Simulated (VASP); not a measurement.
# Ga2O3 (R-3c) in VASP: single point with PBE+D3(BJ)

Aim: the single point of Ga2O3 with PBE+D3(BJ).

Program: VASP 6.6.1. These are calculated values, not measurements. Logs are shortened: lines on timing, memory, paths and dates and some standing lists are left out, and cuts for length are marked.

## (1) The cell of the first run

It takes space group R-3c (No. 167, trigonal). Conventional cell: a = 5.032 Å, b = 5.032 Å, c = 13.531 Å, α = 90.00°, β = 90.00°, γ = 120.00°. Ga (site symmetry 3) has 6 O at 1.94 to 2.09 Å within 2.6 Å. Within 2.9 Å of O (site symmetry 2) lie 4 Ga at 1.94 to 2.09 Å and 8 O at 2.64 to 2.86 Å.

## (2) Single point, PBE+D3(BJ)

Input file INCAR:

```
ALGO = Normal
EDIFF = 1E-7
ENCUT = 520
GGA = PE
ISIF = 2
ISMEAR = 0
IVDW = 12
LASPH = True
LCHARG = False
LREAL = False
LWAVE = False
NBANDS = 55
NELM = 100
PREC = Accurate
SIGMA = 0.02
```

Input file KPOINTS:

```
k-points
0
Gamma
  6 6 6
```

Input file POSCAR:

```
Ga2O3
1.0
    2.5160602078      1.4526482061      4.5102932329
   -2.5160602078      1.4526482061      4.5102932329
    0.0000000000     -2.9052959087      4.5102933951
Ga O
4 6
Direct
    0.3558908132      0.3558908132      0.3558908132
    0.1441091868      0.1441091868      0.1441091868
    0.6441091868      0.6441091868      0.6441091868
    0.8558908132      0.8558908132      0.8558908132
    0.5531793079      0.9468206921      0.2500000000
    0.2500000000      0.5531793079      0.9468206921
    0.9468206921      0.2500000000      0.5531793079
    0.4468206921      0.0531793079      0.7500000000
    0.7500000000      0.4468206921      0.0531793079
    0.0531793079      0.7500000000      0.4468206921
```

Potentials or basis: VASP PAW PBE potentials, release 64 (Ga_d, O).

Command:

```sh
$ cat potpaw_PBE.64/Ga_d/POTCAR potpaw_PBE.64/O/POTCAR > POTCAR
$ mpirun -np 1 vasp_std > vasp.out
```

OUTCAR:

```text
EDIFF = 1E-7
   ENCUT = 520
   GGA = PE
   ISIF = 2
   ISMEAR = 0
   IVDW = 12
   LASPH = True
   LREAL = False
   NELM = 100
   PREC = Accurate
 IVDW          = 12

 ion  position               nearest neighbor table
   1  0.356  0.356  0.356-   9 1.94  10 1.94   8 1.94   7 2.09   5 2.09   6 2.09   2 2.87
   2  0.144  0.144  0.144-  10 1.94   9 1.94   8 1.94   6 2.09   5 2.09   7 2.09   1 2.87
   3  0.644  0.644  0.644-   6 1.94   7 1.94   5 1.94  10 2.09   8 2.09   9 2.09   4 2.87
   4  0.856  0.856  0.856-   7 1.94   6 1.94   5 1.94   9 2.09   8 2.09  10 2.09   3 2.87
   5  0.553  0.947  0.250-   3 1.94   4 1.94   1 2.09   2 2.09
   6  0.250  0.553  0.947-   3 1.94   4 1.94   2 2.09   1 2.09
   7  0.947  0.250  0.553-   4 1.94   3 1.94   1 2.09   2 2.09
   8  0.447  0.053  0.750-   1 1.94   2 1.94   3 2.09   4 2.09
   9  0.750  0.447  0.053-   1 1.94   2 1.94   4 2.09   3 2.09
  10  0.053  0.750  0.447-   2 1.94   1 1.94   3 2.09   4 2.09

  LATTYP: Found a trigonal (rhomboedric) cell.
 ALAT       =     5.3650247741
 COS(alpha) =     0.5601256979

  Lattice vectors:

 A1 = (   2.5160602078,   1.4526482061,   4.5102932329)
 A2 = (  -2.5160602078,   1.4526482061,   4.5102932329)
 A3 = (   0.0000000000,  -2.9052959087,   4.5102933951)

Analysis of symmetry for initial positions (statically):
=====================================================================
 Subroutine PRICEL returns:
 Original cell was already a primitive cell.

 Routine SETGRP: Setting up the symmetry group for a
 trigonal (rhombohedral) supercell.

 Subroutine GETGRP returns: Found 12 space group operations
 (whereof  6 operations were pure point group operations)
 out of a pool of 12 trial point group operations.

The static configuration has the point symmetry S_6 .
 The point group associated with its full space group is D_3d.

Analysis of symmetry for dynamics (positions and initial velocities):
=====================================================================
 Subroutine PRICEL returns:
 Original cell was already a primitive cell.

 Routine SETGRP: Setting up the symmetry group for a
 trigonal (rhombohedral) supercell.

 Subroutine GETGRP returns: Found 12 space group operations
 (whereof  6 operations were pure point group operations)
 out of a pool of 12 trial point group operations.

The dynamic configuration has the point symmetry S_6 .
 The point group associated with its full space group is D_3d.

 Subroutine INISYM returns: Found 12 space group operations
 (whereof  6 operations are pure point group operations),
 and found     1 'primitive' translations

----------------------------------------------------------------------------------------
[... 123 lines left out ...]
   EFERMI =   0.00;   METHOD = LEGACY
   ISMEAR =     0;   SIGMA  =   0.02  broadening in eV -4-tet -1-fermi 0-gaus
   EFERMI_NEDOS =   21; number of points for ismear=-14 and -15
   IALGO  =     38    algorithm
   IMIX   =      4    mixing-type and parameters
     AMIX     =   0.40;   BMIX     =  1.00
     AMIX_MAG =   1.60;   BMIX_MAG =  1.00
  volume/ion in A,a.u.               =       9.89        66.75
  Fermi-wavevector in a.u.,A,eV,Ry     =   1.574550  2.975469 33.731686  2.479209
  Thomas-Fermi vector in A             =   2.675668
   LORBIT       =      0    0 simple, 1 ext, 2 COOP (PROOUT), +10 PAW based schemes
   GGA     = PE    functional components
   LHFCALC =     F    Hartree Fock is set to
   AEXX    =    0.0000 exact exchange contribution
   IVDW    =    12    specifies the selected vdW correction
   LEPSILON=     F    determine dielectric tensor
   LRPA    =     F    only Hartree local field effects (RPA)
 non-spin polarized calculation
 Gauss-broadening in eV      SIGMA  =   0.02
  energy-cutoff  :      520.00
  volume of cell :       98.91
 maximum number of plane-waves:      2686
   NGX = 19   NGY = 19   NGZ = 19

 number of electron      87.9999986 magnetization

 Free energy of the ion-electron system (eV)
  ---------------------------------------------------
  ext. energy  EPLUGINS =         0.00000000
  ---------------------------------------------------
  free energy    TOTEN  =       -59.36304997 eV

  energy without entropy =      -59.36304997  energy(sigma->0) =      -59.36304997

 E-fermi :   4.4292     XC(G=0): -12.0576

 val. band max:        4.2837664541   @ k =  -0.1667   0.1667   0.0000
 cond. band min:       6.8498556117   @ k =   0.0000   0.0000   0.0000
 fundamental gap:      2.5660891576
 Fermi energy:         4.4292195814

 k-point     1 :       0.0000    0.0000    0.0000
  band No.  band energies     occupation
      1     -14.5298      2.00000
      2     -12.6090      2.00000
      3     -12.6090      2.00000
      4     -12.5804      2.00000
      5     -12.5660      2.00000
      6     -12.5660      2.00000
[... 1381 lines left out ...]
     54      16.1622      0.00000
     55      16.4589      0.00000

 [... further k-points ...]

------------------------ aborting loop because EDIFF is reached ----------------------------------------

 Edisp (eV)   -2.11042

 E8    (eV) :    -0.8257

  FORCE on cell =-STRESS in cart. coord.  units (eV):
  Direction    XX          YY          ZZ          XY          YZ          ZX
  --------------------------------------------------------------------------------------
  -------------------------------------------------------------------------------------
  Total       0.61127     0.61127     0.53284    -0.00000    -0.00000     0.00000
  in kB       9.90163     9.90163     8.63123    -0.00000    -0.00000     0.00000
  external pressure =        9.48 kB  Pullay stress =        0.00 kB

 VOLUME and BASIS-vectors are now :
 -----------------------------------------------------------------------------
  energy-cutoff  :      520.00
  volume of cell :       98.91
      direct lattice vectors                 reciprocal lattice vectors
     2.516060208  1.452648206  4.510293233     0.198723384  0.114733002  0.073905020
    -2.516060208  1.452648206  4.510293233    -0.198723384  0.114733002  0.073905020
     0.000000000 -2.905295909  4.510293395     0.000000000 -0.229465996  0.073905032

 POSITION                                       TOTAL-FORCE (eV/Angst)
 -----------------------------------------------------------------------------------
      0.00000      0.00000      4.81552         0.000000      0.000000      0.015871
      0.00000      0.00000      1.94992         0.000000     -0.000000     -0.015871
      0.00000      0.00000      8.71536         0.000000     -0.000000     -0.015871
      0.00000      0.00000     11.58096         0.000000      0.000000      0.015871
     -0.99043      1.45265      7.89301         0.001542     -0.000000     -0.000000
     -0.76282     -1.58406      7.89301        -0.000771      0.001336     -0.000000
      1.75324      0.13141      7.89301        -0.000771     -0.001336      0.000000
      0.99043     -1.45265      5.63787        -0.001542     -0.000000     -0.000000
      0.76282      1.58406      5.63787         0.000771     -0.001336      0.000000
     -1.75324     -0.13141      5.63787         0.000771      0.001336     -0.000000
 -----------------------------------------------------------------------------------
    total drift:                               -0.000000      0.000000      0.000000

  FREE ENERGIE OF THE ION-ELECTRON SYSTEM (eV)
  ---------------------------------------------------
  free  energy   TOTEN  =       -61.4734729313 eV

  energy  without entropy=      -61.4734729313  energy(sigma->0) =      -61.47347293
```

OSZICAR:

```text
N       E                     dE             d eps       ncg     rms          rms(c)
DAV:   1     0.120633432091E+04    0.12063E+04   -0.39803E+04  4249   0.299E+03
DAV:   2     0.197208135705E+03   -0.10091E+04   -0.94370E+03  3544   0.817E+02
DAV:   3    -0.479523731902E+02   -0.24516E+03   -0.23880E+03  4022   0.260E+02
DAV:   4    -0.672418019703E+02   -0.19289E+02   -0.19057E+02  4394   0.788E+01
DAV:   5    -0.679257191154E+02   -0.68392E+00   -0.68258E+00  4603   0.153E+01    0.171E+01
DAV:   6    -0.592659130266E+02    0.86598E+01   -0.28785E+01  6254   0.588E+01    0.467E+00
DAV:   7    -0.594085381706E+02   -0.14263E+00   -0.28220E+00  3951   0.951E+00    0.325E+00
DAV:   8    -0.593932053494E+02    0.15333E-01   -0.47102E-01  5283   0.531E+00    0.129E+00
DAV:   9    -0.593619562934E+02    0.31249E-01   -0.17360E-01  5633   0.460E+00    0.200E-01
DAV:  10    -0.593628859233E+02   -0.92963E-03   -0.11634E-02  5036   0.103E+00    0.560E-02
DAV:  11    -0.593630311985E+02   -0.14528E-03   -0.14881E-03  4281   0.429E-01    0.229E-02
DAV:  12    -0.593630481283E+02   -0.16930E-04   -0.23174E-04  4426   0.134E-01    0.129E-02
DAV:  13    -0.593630504395E+02   -0.23112E-05   -0.25846E-05  4730   0.299E-02    0.479E-03
DAV:  14    -0.593630499133E+02    0.52614E-06   -0.24527E-06  4951   0.105E-02    0.140E-03
DAV:  15    -0.593630497377E+02    0.17560E-06   -0.25674E-07  3538   0.928E-03    0.929E-04
DAV:  16    -0.593630499630E+02   -0.22522E-06   -0.28280E-07  3060   0.336E-03    0.515E-04
DAV:  17    -0.593630499745E+02   -0.11571E-07   -0.38600E-08  2404   0.197E-03
   1 F= -.61473473E+02 E0= -.61473473E+02  d E =-.335469E-26
```

stdout:

```text
POSCAR found type information on POSCAR GaO
 POSCAR found :  2 types and      10 ions
 scaLAPACK will be used
 LDA part: xc-table for (Slater+PW92), standard interpolation
 POSCAR, INCAR and KPOINTS ok, starting setup
 FFT: planning ... GRIDC
 FFT: planning ... GRID_SOFT
 FFT: planning ... GRID
 WAVECAR not read
 entering main loop
```

Run time: 7.6 min. Hardware: 1 thread of Intel Xeon 8259CL, shared host; peak memory 0.32 GiB.

What came out:

| Item | Value |
| --- | --- |
| Free energy | -61.4735 eV |
| Pressure | 0.9 GPa |
| Largest force | 0.016 eV/Å |
| Band gap on the k mesh | 2.57 eV (least direct gap 2.81 eV) |
| Dispersion energy per atom | -0.211 eV |

Forces on the atoms (eV/Å):
```
Ga   0.000  0.000  0.016
Ga   0.000  0.000 -0.016
Ga   0.000  0.000 -0.016
Ga   0.000  0.000  0.016
O    0.002  0.000  0.000
O   -0.001  0.001  0.000
O   -0.001 -0.001  0.000
O   -0.002  0.000  0.000
O    0.001 -0.001  0.000
O    0.001  0.001  0.000
```

A k mesh can miss the band edges. A hybrid or GW would open this gap; PBE tends to underestimate it.
